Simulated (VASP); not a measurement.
# PtS2 in VASP: single point with PBE+D3(BJ)

Aim: the single point of PtS2 with PBE+D3(BJ).

Everything below comes from runs of VASP 6.6.1. Logs are shortened: lines on timing, memory, paths and dates and some standing lists are left out, and cuts for length are marked.

### Step 1. The cell of the first run

The cell holds a slab with vacuum, 6 atoms: a = 3.542 Å, b = 3.542 Å, c = 22.467 Å, α = 90.00°, β = 90.00°, γ = 120.00°.

### Step 2. Single point, PBE+D3(BJ) (layers slid over each other, then relaxed in part)

File INCAR:

```
SYSTEM = PtS2
PREC = Accurate
ENCUT = 520
EDIFF = 1E-6
ISMEAR = 0
SIGMA = 0.05
LREAL = .FALSE.
LASPH = .TRUE.
NELM = 80
ALGO = Normal
ISIF = 2
LWAVE = .FALSE.
LCHARG = .FALSE.
LDIPOL = .TRUE.
IDIPOL = 3
DIPOL = 0.5 0.5 0.373
GGA = PE
IVDW = 12
NBANDS = 31
```

File KPOINTS:

```
regular mesh
0
G
  9 9 1
  0 0 0
```

File POSCAR:

```
PtS2
1.0
    3.5415278079      0.0000000000      0.0000000000
   -1.7707639039      3.0670530498      0.0000000000
    0.0000000000      0.0000000000     22.4670615492
S Pt
4 2
Direct
    0.6666666667      0.3333333334      0.2002932155
    0.3333333333      0.6666666667      0.3105627738
    0.3333333333      1.1666666666      0.4354390292
    0.6666666667      0.8333333334      0.5457095553
    0.0000000000      0.0000000000      0.2557004740
    1.0000000000      1.5000000000      0.4903071495
```

Potentials or basis: VASP PAW PBE potentials, release 64 (S, Pt).

Launch:

```console
> cat potpaw_PBE.64/S/POTCAR potpaw_PBE.64/Pt/POTCAR > POTCAR
> mpirun -np 1 vasp_std > vasp.out
```

OUTCAR:

```text
SYSTEM = PtS2
   PREC = Accurate
   ENCUT = 520
   EDIFF = 1E-6
   ISMEAR = 0
   LREAL = .FALSE.
   LASPH = .TRUE.
   NELM = 80
   ISIF = 2
   GGA = PE
   IVDW = 12
 IVDW          = 12

 ion  position               nearest neighbor table
   1  0.667  0.333  0.200-   5 2.39   5 2.39   5 2.39
   2  0.333  0.667  0.311-   5 2.39   5 2.39   5 2.39
   3  0.333  0.167  0.435-   6 2.39   6 2.39   6 2.39
   4  0.667  0.833  0.546-   6 2.39   6 2.39   6 2.39
   5  0.000  0.000  0.256-   2 2.39   2 2.39   2 2.39   1 2.39   1 2.39   1 2.39
   6  0.000  0.500  0.490-   3 2.39   3 2.39   3 2.39   4 2.39   4 2.39   4 2.39

  LATTYP: Found a hexagonal cell.
 ALAT       =     3.5415278079
 C/A-ratio  =     6.3438896340

  Lattice vectors:

 A1 = (   3.5415278079,   0.0000000000,   0.0000000000)
 A2 = (  -1.7707639039,   3.0670530498,   0.0000000000)
 A3 = (   0.0000000000,   0.0000000000,  22.4670615492)

Analysis of symmetry for initial positions (statically):
=====================================================================
 Subroutine PRICEL returns:
 Original cell was already a primitive cell.

 Routine SETGRP: Setting up the symmetry group for a
 hexagonal supercell.

 Subroutine GETGRP returns: Found  4 space group operations
 (whereof  2 operations were pure point group operations)
 out of a pool of 24 trial point group operations.

The static configuration has the point symmetry C_1h.
 The point group associated with its full space group is C_2v.

Analysis of symmetry for dynamics (positions and initial velocities):
=====================================================================
 Subroutine PRICEL returns:
 Original cell was already a primitive cell.

 Routine SETGRP: Setting up the symmetry group for a
 hexagonal supercell.

 Subroutine GETGRP returns: Found  4 space group operations
 (whereof  2 operations were pure point group operations)
 out of a pool of 24 trial point group operations.

The dynamic configuration has the point symmetry C_1h.
 The point group associated with its full space group is C_2v.

 Subroutine INISYM returns: Found  4 space group operations
 (whereof  2 operations are pure point group operations),
 and found     1 'primitive' translations

----------------------------------------------------------------------------------------

                                     Primitive cell

  volume of cell :     244.0384

  direct lattice vectors                    reciprocal lattice vectors
     3.541527808  0.000000000  0.000000000     0.282364012  0.163022938  0.000000000
    -1.770763904  3.067053050  0.000000000     0.000000000  0.326045877  0.000000000
     0.000000000  0.000000000 22.467061549     0.000000000  0.000000000  0.044509603

  length of vectors
     3.541527808  3.541527808 22.467061549     0.326045877  0.326045877  0.044509603

  position of ions in fractional coordinates (direct lattice)
     0.666666667  0.333333333  0.200293215
     0.333333333  0.666666667  0.310562774
     0.333333333  0.166666667  0.435439029
     0.666666667  0.833333333  0.545709555
     0.000000000  0.000000000  0.255700474
     0.000000000  0.500000000  0.490307149

  ion indices of the primitive-cell ions
   primitive index   ion index
                 1           1
                 2           2
                 3           3
                 4           4
                 5           5
                 6           6

----------------------------------------------------------------------------------------

 KPOINTS: regular mesh

Automatic generation of k-mesh.
 Grid dimensions read from file:
 generate k-points for:    9    9    1

 Generating k-lattice:

  Cartesian coordinates                     Fractional coordinates (reciprocal lattice)
     0.031373779  0.018113660  0.000000000     0.111111111 -0.000000000  0.000000000
     0.000000000  0.036227320  0.000000000     0.000000000  0.111111111  0.000000000
     0.000000000  0.000000000  0.044509603     0.000000000  0.000000000  1.000000000

  Length of vectors
     0.036227320  0.036227320  0.044509603

  Shift w.r.t. Gamma in fractional coordinates (k-lattice)
     0.000000000  0.000000000  0.000000000

 Subroutine IBZKPT returns following result:
 ===========================================

 Found     25 irreducible k-points:

 Following reciprocal coordinates:
            Coordinates               Weight
  0.000000  0.000000  0.000000      1.000000
  0.111111 -0.000000  0.000000      2.000000
  0.000000  0.111111  0.000000      4.000000
  0.222222  0.000000  0.000000      2.000000
  0.000000  0.222222  0.000000      4.000000
  0.333333 -0.000000  0.000000      2.000000
[... 16 lines left out ...]
 -0.222222 -0.444444  0.000000      4.000000
  0.444444  0.333333  0.000000      4.000000
   k-points           NKPTS =     25   k-points in BZ     NKDIM =     25   number of bands    NBANDS=     31
   number of dos      NEDOS =    301   number of ions     NIONS =      6
   total plane-waves  NPLWV = 131712
   dimension x,y,z NGX =    28 NGY =   28 NGZ =  168
   dimension x,y,z NGXF=    56 NGYF=   56 NGZF=  336
   ions per type =               4   2
   NGX,Y,Z   is equivalent  to a cutoff of  13.14, 13.14, 12.43 a.u.
   NGXF,Y,Z  is equivalent  to a cutoff of  26.29, 26.29, 24.86 a.u.
 SYSTEM =  PtS2
   PREC   = accura    normal or accurate (medium, high low for compatibility)
   ISTART =      0    job   : 0-new  1-cont  2-samecut
   ICHARG =      2    charge: 1-file 2-atom 10-const
   ISPIN  =      1    spin polarized calculation?
   LNONCOLLINEAR =      F non collinear calculations
   LSORBIT =      F    spin-orbit coupling
   LASPH  =      T    aspherical Exc in radial PAW
   ENCUT  =  520.0 eV  38.22 Ry    6.18 a.u.   6.58  6.58 41.77*2*pi/ulx,y,z
   NELM   =     80;   NELMIN=  2; NELMDL= -5     # of ELM steps
   EDIFF  = 0.1E-05   stopping-criterion for ELM
   LREAL  =      F    real-space projection
   EDIFFG = 0.1E-04   stopping-criterion for IOM
   NSW    =      0    number of steps for IOM
   IBRION =     -1    ionic relax: 0-MD 1-quasi-New 2-CG
   NFREE  =      0    steps in history (QN), initial steepest desc. (CG)
   ISIF   =      2    stress and relaxation
   ISYM   =      2    0-nonsym 1-usesym 2-fastsym
   POTIM  = 0.5000    time-step for ionic-motion
   TEBEG  =    0.0;   TEEND  =   0.0 temperature during run
   PSTRESS=    0.0 pullay stress
   NELECT =      44.0000    total number of electrons
   NUPDOWN=      -1.0000    fix difference up-down
   EMIN   =  10.00;   EMAX   =-10.00  energy-range for DOS
   EFERMI =   0.00;   METHOD = LEGACY
   ISMEAR =     0;   SIGMA  =   0.05  broadening in eV -4-tet -1-fermi 0-gaus
   EFERMI_NEDOS =   21; number of points for ismear=-14 and -15
   IALGO  =     38    algorithm
   IMIX   =      4    mixing-type and parameters
     AMIX     =   0.40;   BMIX     =  1.00
     AMIX_MAG =   1.60;   BMIX_MAG =  1.00
  volume/ion in A,a.u.               =      40.67       274.48
  Fermi-wavevector in a.u.,A,eV,Ry     =   0.924854  1.747720 11.637800  0.855354
  Thomas-Fermi vector in A             =   2.050645
   LORBIT       =      0    0 simple, 1 ext, 2 COOP (PROOUT), +10 PAW based schemes
   GGA     = PE    functional components
   LHFCALC =     F    Hartree Fock is set to
   AEXX    =    0.0000 exact exchange contribution
   IVDW    =    12    specifies the selected vdW correction
   LEPSILON=     F    determine dielectric tensor
   LRPA    =     F    only Hartree local field effects (RPA)
 non-spin polarized calculation
 Gauss-broadening in eV      SIGMA  =   0.05
  energy-cutoff  :      520.00
  volume of cell :      244.04
 maximum number of plane-waves:      6671
   NGX = 13   NGY = 13   NGZ = 83

 dipolmoment           0.000000      0.000000     -0.000102 electrons x Angstroem

 number of electron      44.0000000 magnetization

 dipolmoment           0.000000      0.000000      0.001479 electrons x Angstroem

 Free energy of the ion-electron system (eV)
  ---------------------------------------------------
  ext. energy  EPLUGINS =         0.00000000
  ---------------------------------------------------
  free energy    TOTEN  =       -30.82893777 eV

  energy without entropy =      -30.82893777  energy(sigma->0) =      -30.82893777

 E-fermi :  -0.0505     XC(G=0):  -5.3679

 val. band max:       -0.3089747231   @ k =   0.0000   0.1111   0.0000
 cond. band min:       0.7595807980   @ k =   0.2222   0.0000   0.0000
 fundamental gap:      1.0685555211
 Fermi energy:        -0.0505189612

 k-point     1 :       0.0000    0.0000    0.0000
  band No.  band energies     occupation
      1     -15.0092      2.00000
      2     -14.8529      2.00000
      3     -12.8700      2.00000
      4     -12.5596      2.00000
      5      -6.4803      2.00000
      6      -6.4290      2.00000
[... 23 lines left out ...]
     30       5.3107      0.00000
     31       5.6180      0.00000

 k-point     2 :       0.1111   -0.0000    0.0000
  band No.  band energies     occupation
      1     -14.8561      2.00000
      2     -14.6977      2.00000
      3     -12.8906      2.00000
      4     -12.6021      2.00000
      5      -6.5121      2.00000
      6      -6.3805      2.00000
[... 23 lines left out ...]
     30       5.9609      0.00000
     31       6.0318      0.00000

 k-point     3 :       0.0000    0.1111    0.0000
  band No.  band energies     occupation
      1     -14.8544      2.00000
      2     -14.6989      2.00000
      3     -12.8867      2.00000
      4     -12.6060      2.00000
      5      -6.5160      2.00000
      6      -6.3914      2.00000
[... 703 lines left out ...]
     30       7.5324      0.00000
     31       7.9131      0.00000

 k-point    24 :       0.4444    0.3333    0.0000
  band No.  band energies     occupation
      1     -13.2100      2.00000
      2     -13.0922      2.00000
      3     -12.9805      2.00000
      4     -12.9410      2.00000
      5      -6.6955      2.00000
      6      -6.6737      2.00000
[... 23 lines left out ...]
     30       7.5653      0.00000
     31       8.0739      0.00000

 [... further k-points ...]

------------------------ aborting loop because EDIFF is reached ----------------------------------------

 vacuum level on the upper side and lower side of the slab       (xc-potential included)        -0.209        -0.233

 Edisp (eV)   -2.02140

 E8    (eV) :    -0.8382

  FORCE on cell =-STRESS in cart. coord.  units (eV):
  Direction    XX          YY          ZZ          XY          YZ          ZX
  --------------------------------------------------------------------------------------
  -------------------------------------------------------------------------------------
  Total      -0.25154     0.01058    -0.25376    -0.22700     0.00000    -0.00000
  in kB      -1.65143     0.06947    -1.66600    -1.49034     0.00000    -0.00000
  external pressure =       -1.08 kB  Pullay stress =        0.00 kB

 VOLUME and BASIS-vectors are now :
 -----------------------------------------------------------------------------
  energy-cutoff  :      520.00
  volume of cell :      244.04
      direct lattice vectors                 reciprocal lattice vectors
     3.541527808  0.000000000  0.000000000     0.282364012  0.163022938  0.000000000
    -1.770763904  3.067053050  0.000000000     0.000000000  0.326045877  0.000000000
     0.000000000  0.000000000 22.467061549     0.000000000  0.000000000  0.044509603

 POSITION                                       TOTAL-FORCE (eV/Angst)
 -----------------------------------------------------------------------------------
      1.77076      1.02235      4.50000        -0.024341     -0.014053      0.039219
     -0.00000      2.04470      6.97743        -0.018744     -0.010822     -0.040524
      0.88538      0.51118      9.78304        -0.018744     -0.010822      0.040524
      0.88538      2.55588     12.26049        -0.024341     -0.014053     -0.039219
      0.00000      0.00000      5.74484         0.043085      0.024875     -0.000941
     -0.88538      1.53353     11.01576         0.043085      0.024875      0.000941
 -----------------------------------------------------------------------------------
    total drift:                               -0.000055     -0.000032      0.228595

  FREE ENERGIE OF THE ION-ELECTRON SYSTEM (eV)
  ---------------------------------------------------
  free  energy   TOTEN  =       -32.8503420403 eV

  energy  without entropy=      -32.8503420403  energy(sigma->0) =      -32.85034204

 vacuum level on the upper side and lower side of the slab         5.305         5.280
```

Run time: 10 min. Hardware: 1 thread of Intel Xeon Platinum 8375C at 2.90GHz (Ice Lake), shared host; peak memory 0.43 GiB.

Results:

| Quantity | Value |
| --- | --- |
| Free energy | -32.8503 eV |
| Largest force | 0.050 eV/Å |
| Band gap on the k mesh | 1.07 eV (least direct gap 1.20 eV) |
| Dispersion energy per atom | -0.337 eV |

Forces in eV/Å, atoms in the order of the input:
```
S   -0.024 -0.014  0.039
S   -0.019 -0.011 -0.041
S   -0.019 -0.011  0.041
S   -0.024 -0.014 -0.039
Pt   0.043  0.025 -0.001
Pt   0.043  0.025  0.001
```

Caveat: the cell differs from its parent crystal (layers slid over each other, then relaxed in part); spin-orbit coupling is left out, which moves the levels of the heavy elements.
